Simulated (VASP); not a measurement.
# CdS (I4/mmm) in VASP: single point with r2SCAN

Aim: the single point of CdS with r2SCAN.

Everything below comes from runs of VASP 6.6.1. Logs are shortened: lines on timing, memory, paths and dates and some standing lists are left out, and cuts for length are marked.

**1. The cell of the first run**

Symmetry: I4/mmm, No. 139, tetragonal system. The conventional cell has a = 3.856 Å, b = 3.856 Å, c = 5.593 Å, α = 90.00°, β = 90.00°, γ = 90.00°. Within 3.6 Å of Cd (site symmetry 4/mmm) lie 6 S at 2.73 to 2.80 Å. S (site symmetry 4/mmm) has 6 Cd at 2.73 to 2.80 Å within 3.6 Å.

**2. Single point, r2SCAN (uniaxial x strain +2.6%)**

File POSCAR:

```
CdS
1.0
    0.0000000000      2.7267765442      2.7267765442
    2.7965820237      0.0000000000      2.7267765442
    2.7965820237      2.7267765442      0.0000000000
Cd S
1 1
Direct
    0.0000000000      0.0000000000      0.0000000000
    0.5000000000      0.5000000000      0.5000000000
```

File INCAR.step1:

```
PREC     = Accurate       # precision mode
ENCUT    = 520            # plane-wave cutoff, eV
ISMEAR   = 0              # smearing method
SIGMA    = 0.01           # smearing width, eV
LREAL    = False          # projectors in reciprocal space
LASPH    = True           # aspherical terms in the spheres
NELM     = 100            # most SCF steps
NBANDS   = 16             # bands
GGA      = PE             # functional
ALGO     = Normal         # electronic algorithm
EDIFF    = 1E-4           # SCF threshold, eV
LWAVE    = True           # write WAVECAR
LCHARG   = False          # write CHGCAR
```

File INCAR.step2:

```
PREC     = Accurate       # precision mode
ENCUT    = 520            # plane-wave cutoff, eV
EDIFF    = 1E-7           # SCF threshold, eV
ISMEAR   = 0              # smearing method
SIGMA    = 0.01           # smearing width, eV
LREAL    = False          # projectors in reciprocal space
LASPH    = True           # aspherical terms in the spheres
NELM     = 100            # most SCF steps
ALGO     = Normal         # electronic algorithm
ISIF     = 2              # what is computed and relaxed
LWAVE    = False          # write WAVECAR
LCHARG   = False          # write CHGCAR
METAGGA  = R2SCAN         # meta-GGA
LMIXTAU  = True         
NBANDS   = 16             # bands
ISTART   = 1
```

File KPOINTS:

```
regular mesh
0
Gamma
  8 8 8
```

Potentials or basis: VASP PAW PBE potentials, release 64 (Cd, S).

The run is started by

```console
$ cat potpaw_PBE.64/Cd/POTCAR potpaw_PBE.64/S/POTCAR > POTCAR
$ cp INCAR.step1 INCAR
$ mpirun -np 1 vasp_std > vasp.out
$ cp INCAR.step2 INCAR
$ mpirun -np 1 vasp_std > vasp.out
```

OUTCAR:

```text
PREC = Accurate
   ENCUT = 520
   EDIFF = 1E-7
   ISMEAR = 0
   LREAL = False
   LASPH = True
   NELM = 100
   ISIF = 2
   METAGGA = R2SCAN
   ISTART = 1

 ion  position               nearest neighbor table
   1  0.000  0.000  0.000-   2 2.73   2 2.73   2 2.73   2 2.73   2 2.80   2 2.80
   2  0.500  0.500  0.500-   1 2.73   1 2.73   1 2.73   1 2.73   1 2.80   1 2.80

  LATTYP: Found a body centered tetragonal cell.
 ALAT       =     3.8562443704
 C/A-ratio  =     1.4504174296

  Lattice vectors:

 A1 = (   2.7965820237,   0.0000000000,   2.7267765442)
 A2 = (   2.7965820237,   0.0000000000,  -2.7267765442)
 A3 = (  -2.7965820237,   2.7267765442,   0.0000000000)

Analysis of symmetry for initial positions (statically):
=====================================================================
 Subroutine PRICEL returns:
 Original cell was already a primitive cell.

 Routine SETGRP: Setting up the symmetry group for a
 body centered tetragonal supercell.

 Subroutine GETGRP returns: Found 16 space group operations
 (whereof 16 operations were pure point group operations)
 out of a pool of 16 trial point group operations.

The static configuration has the point symmetry D_4h.

Analysis of symmetry for dynamics (positions and initial velocities):
=====================================================================
 Subroutine PRICEL returns:
 Original cell was already a primitive cell.

 Routine SETGRP: Setting up the symmetry group for a
 body centered tetragonal supercell.

 Subroutine GETGRP returns: Found 16 space group operations
 (whereof 16 operations were pure point group operations)
 out of a pool of 16 trial point group operations.

The dynamic configuration has the point symmetry D_4h.

 Subroutine INISYM returns: Found 16 space group operations
 (whereof 16 operations are pure point group operations),
 and found     1 'primitive' translations

----------------------------------------------------------------------------------------

                                     Primitive cell

  volume of cell :      41.5869

  direct lattice vectors                    reciprocal lattice vectors
     0.000000000  2.726776544  2.726776544    -0.178789678  0.183366694  0.183366694
     2.796582024  0.000000000  2.726776544     0.178789678 -0.183366694  0.183366694
     2.796582024  2.726776544  0.000000000     0.178789678  0.183366694 -0.183366694

  length of vectors
     3.856244370  3.905916197  3.905916197     0.314980060  0.314980060  0.314980060

  position of ions in fractional coordinates (direct lattice)
     0.000000000  0.000000000  0.000000000
     0.500000000  0.500000000  0.500000000

  ion indices of the primitive-cell ions
   primitive index   ion index
                 1           1
                 2           2

----------------------------------------------------------------------------------------

 KPOINTS: regular mesh

Automatic generation of k-mesh.
 Grid dimensions read from file:
 generate k-points for:    8    8    8

 Generating k-lattice:

  Cartesian coordinates                     Fractional coordinates (reciprocal lattice)
    -0.022348710  0.022920837  0.022920837     0.125000000  0.000000000  0.000000000
     0.022348710 -0.022920837  0.022920837     0.000000000  0.125000000  0.000000000
     0.022348710  0.022920837 -0.022920837     0.000000000  0.000000000  0.125000000

  Length of vectors
     0.039372507  0.039372507  0.039372507

  Shift w.r.t. Gamma in fractional coordinates (k-lattice)
     0.000000000  0.000000000  0.000000000

 Subroutine IBZKPT returns following result:
 ===========================================

 Found     59 irreducible k-points:

 Following reciprocal coordinates:
            Coordinates               Weight
  0.000000  0.000000  0.000000      1.000000
  0.125000 -0.000000 -0.000000      8.000000
  0.250000 -0.000000 -0.000000      8.000000
  0.375000 -0.000000 -0.000000      8.000000
  0.500000 -0.000000 -0.000000      4.000000
  0.125000  0.125000  0.000000      4.000000
[... 16 lines left out ...]
  0.250000  0.125000  0.125000      4.000000
  0.375000  0.125000  0.125000      8.000000
 [... further k-points ...]
   k-points           NKPTS =     59   k-points in BZ     NKDIM =     59   number of bands    NBANDS=     16
   number of dos      NEDOS =    301   number of ions     NIONS =      2
   total plane-waves  NPLWV =  27000
   dimension x,y,z NGX =    30 NGY =   30 NGZ =   30
   dimension x,y,z NGXF=    60 NGYF=   60 NGZF=   60
   ions per type =               1   1
   NGX,Y,Z   is equivalent  to a cutoff of  12.93, 12.77, 12.77 a.u.
   NGXF,Y,Z  is equivalent  to a cutoff of  25.87, 25.54, 25.54 a.u.
 SYSTEM =  unknown system
   PREC   = accura    normal or accurate (medium, high low for compatibility)
   ISTART =      1    job   : 0-new  1-cont  2-samecut
   ICHARG =      0    charge: 1-file 2-atom 10-const
   ISPIN  =      1    spin polarized calculation?
   LNONCOLLINEAR =      F non collinear calculations
   LSORBIT =      F    spin-orbit coupling
   LASPH  =      T    aspherical Exc in radial PAW
   ENCUT  =  520.0 eV  38.22 Ry    6.18 a.u.   7.17  7.26  7.26*2*pi/ulx,y,z
   NELM   =    100;   NELMIN=  2; NELMDL=  0     # of ELM steps
   EDIFF  = 0.1E-06   stopping-criterion for ELM
   LREAL  =      F    real-space projection
   EDIFFG = 0.1E-05   stopping-criterion for IOM
   NSW    =      0    number of steps for IOM
   IBRION =     -1    ionic relax: 0-MD 1-quasi-New 2-CG
   NFREE  =      0    steps in history (QN), initial steepest desc. (CG)
   ISIF   =      2    stress and relaxation
   ISYM   =      2    0-nonsym 1-usesym 2-fastsym
   POTIM  = 0.5000    time-step for ionic-motion
   TEBEG  =    0.0;   TEEND  =   0.0 temperature during run
   PSTRESS=    0.0 pullay stress
   NELECT =      18.0000    total number of electrons
   NUPDOWN=      -1.0000    fix difference up-down
   EMIN   =  10.00;   EMAX   =-10.00  energy-range for DOS
   EFERMI =   0.00;   METHOD = LEGACY
   ISMEAR =     0;   SIGMA  =   0.01  broadening in eV -4-tet -1-fermi 0-gaus
   EFERMI_NEDOS =   21; number of points for ismear=-14 and -15
   IALGO  =     38    algorithm
   IMIX   =      4    mixing-type and parameters
     AMIX     =   0.40;   BMIX     =  1.00
     AMIX_MAG =   1.60;   BMIX_MAG =  1.00
  volume/ion in A,a.u.               =      20.79       140.32
  Fermi-wavevector in a.u.,A,eV,Ry     =   1.238360  2.340160 20.865004  1.533535
  Thomas-Fermi vector in A             =   2.372888
   LORBIT       =      0    0 simple, 1 ext, 2 COOP (PROOUT), +10 PAW based schemes
   METAGGA = R2SCAN    functional components
   LHFCALC =     F    Hartree Fock is set to
   AEXX    =    0.0000 exact exchange contribution
   IVDW    =     0    specifies the selected vdW correction
   LEPSILON=     F    determine dielectric tensor
   LRPA    =     F    only Hartree local field effects (RPA)
 non-spin polarized calculation
 Gauss-broadening in eV      SIGMA  =   0.01
  energy-cutoff  :      520.00
  volume of cell :       41.59
 maximum number of plane-waves:      1134
 NGX is ok and might be reduce to    30
   NGX = 15   NGY = 15   NGZ = 15

 number of electron      18.0000004 magnetization

 Free energy of the ion-electron system (eV)
  ---------------------------------------------------
  ext. energy  EPLUGINS =         0.00000000
  ---------------------------------------------------
  free energy    TOTEN  =       -29.51706401 eV

  energy without entropy =      -29.51706401  energy(sigma->0) =      -29.51706401

 E-fermi :   2.6663     XC(G=0): -10.8692

 val. band max:        2.5673690349   @ k =   0.5000  -0.0000  -0.0000
 cond. band min:       3.1979061630   @ k =   0.5000   0.5000   0.0000
 fundamental gap:      0.6305371280
 Fermi energy:         2.6662630521

 k-point     1 :       0.0000    0.0000    0.0000
  band No.  band energies     occupation
      1     -10.6632      2.00000
      2      -5.3297      2.00000
      3      -5.3113      2.00000
      4      -5.3079      2.00000
      5      -5.3012      2.00000
      6      -5.3012      2.00000
[... 8 lines left out ...]
     15      14.4786      0.00000
     16      14.9606      0.00000

 k-point     2 :       0.1250   -0.0000   -0.0000
  band No.  band energies     occupation
      1     -10.5311      2.00000
      2      -5.3603      2.00000
      3      -5.3559      2.00000
      4      -5.3266      2.00000
      5      -5.2856      2.00000
      6      -5.2767      2.00000
[... 8 lines left out ...]
     15      13.4729      0.00000
     16      14.3605      0.00000

 k-point     3 :       0.2500   -0.0000   -0.0000
  band No.  band energies     occupation
      1     -10.1787      2.00000
      2      -5.4768      2.00000
      3      -5.4608      2.00000
      4      -5.3749      2.00000
      5      -5.2166      2.00000
      6      -5.2142      2.00000
[... 8 lines left out ...]
     15      13.9084      0.00000
     16      14.1084      0.00000

 k-point     4 :       0.3750   -0.0000   -0.0000
  band No.  band energies     occupation
      1      -9.7600      2.00000
      2      -5.5879      2.00000
      3      -5.5645      2.00000
      4      -5.4693      2.00000
      5      -5.1507      2.00000
      6      -5.1437      2.00000
[... 8 lines left out ...]
     15      15.1572      0.00000
     16      15.2883      0.00000

 k-point     5 :       0.5000   -0.0000   -0.0000
  band No.  band energies     occupation
      1      -9.5578      2.00000
      2      -5.6325      2.00000
      3      -5.6097      2.00000
      4      -5.5315      2.00000
      5      -5.1241      2.00000
      6      -5.1129      2.00000
[... 8 lines left out ...]
     15      16.0444      0.00000
     16      16.2373      0.00000

 k-point     6 :       0.1250    0.1250    0.0000
  band No.  band energies     occupation
      1     -10.4871      2.00000
      2      -5.4194      2.00000
      3      -5.3229      2.00000
      4      -5.3004      2.00000
      5      -5.2929      2.00000
      6      -5.2778      2.00000
[... 8 lines left out ...]
     15      15.3325      0.00000
     16      15.5729      0.00000
[... 267 lines left out ...]
 k-point    21 :       0.5000    0.5000    0.0000
  band No.  band energies     occupation
      1      -9.7780      2.00000
      2      -5.4493      2.00000
      3      -5.2021      2.00000
      4      -5.0663      2.00000
      5      -5.0481      2.00000
      6      -4.3478      2.00000
[... 8 lines left out ...]
     15      17.4645      0.00000
     16      17.6176      0.00000

 k-point    22 :       0.0000    0.1250    0.1250
  band No.  band energies     occupation
      1     -10.5078      2.00000
      2      -5.3834      2.00000
      3      -5.3493      2.00000
      4      -5.2980      2.00000
      5      -5.2745      2.00000
      6      -5.2745      2.00000
[... 8 lines left out ...]
     15      15.7003      0.00000
     16      15.9577      0.00000

 k-point    23 :       0.2500    0.1250    0.1250
  band No.  band energies     occupation
      1     -10.3185      2.00000
      2      -5.4589      2.00000
      3      -5.4095      2.00000
      4      -5.3344      2.00000
      5      -5.2600      2.00000
      6      -5.2258      2.00000
[... 8 lines left out ...]
     15      14.5873      0.00000
     16      15.1735      0.00000

 k-point    24 :       0.3750    0.1250    0.1250
  band No.  band energies     occupation
      1      -9.9531      2.00000
      2      -5.5611      2.00000
      3      -5.5074      2.00000
      4      -5.3671      2.00000
      5      -5.2058      2.00000
      6      -5.1448      2.00000
[... 8 lines left out ...]
     15      15.0940      0.00000
     16      15.9890      0.00000

 [... further k-points ...]

------------------------ aborting loop because EDIFF is reached ----------------------------------------

  FORCE on cell =-STRESS in cart. coord.  units (eV):
  Direction    XX          YY          ZZ          XY          YZ          ZX
  --------------------------------------------------------------------------------------
  -------------------------------------------------------------------------------------
  Total       -0.6805850     -0.2238133     -0.2238133     -0.0000000      0.0000000      0.0000000
  in kB      -26.2202195     -8.6226300     -8.6226300     -0.0000000      0.0000000      0.0000000
  external PRESSURE =     -14.4884932 kB  Pullay stress =       0.0000000 kB

 VOLUME and BASIS-vectors are now :
 -----------------------------------------------------------------------------
  energy-cutoff  :      520.00
  volume of cell :       41.59
      direct lattice vectors                 reciprocal lattice vectors
     0.000000000  2.726776544  2.726776544    -0.178789678  0.183366694  0.183366694
     2.796582024  0.000000000  2.726776544     0.178789678 -0.183366694  0.183366694
     2.796582024  2.726776544  0.000000000     0.178789678  0.183366694 -0.183366694

 POSITION                                       TOTAL-FORCE (eV/Angst)
 -----------------------------------------------------------------------------------
      0.00000      0.00000      0.00000         0.000000      0.000000      0.000000
      2.79658      2.72678      2.72678         0.000000     -0.000000     -0.000000
 -----------------------------------------------------------------------------------
    total drift:                               -0.000000      0.000000      0.000000

  FREE ENERGIE OF THE ION-ELECTRON SYSTEM (eV)
  ---------------------------------------------------
  free  energy   TOTEN  =       -29.5170640072 eV

  energy  without entropy=      -29.5170640072  energy(sigma->0) =      -29.51706401
```

Wall time 2.6 min (1 thread of AMD EPYC 7R13 (Zen 3), shared host); peak memory 0.17 GiB.

Results:

```
Free energy            : -29.5171 eV
Pressure               : -1.4 GPa
Band gap on the k mesh : 0.63 eV (least direct gap 2.09 eV)
```

Stress tensor (GPa, compression positive):
```
-2.62  0.00  0.00
 0.00 -0.86  0.00
 0.00  0.00 -0.86
```

Caveat: the cell differs from its parent crystal (uniaxial x strain +2.6%); the PAW data sets were made with another functional, which shifts forces and pressure a little. A k mesh can miss the band edges.
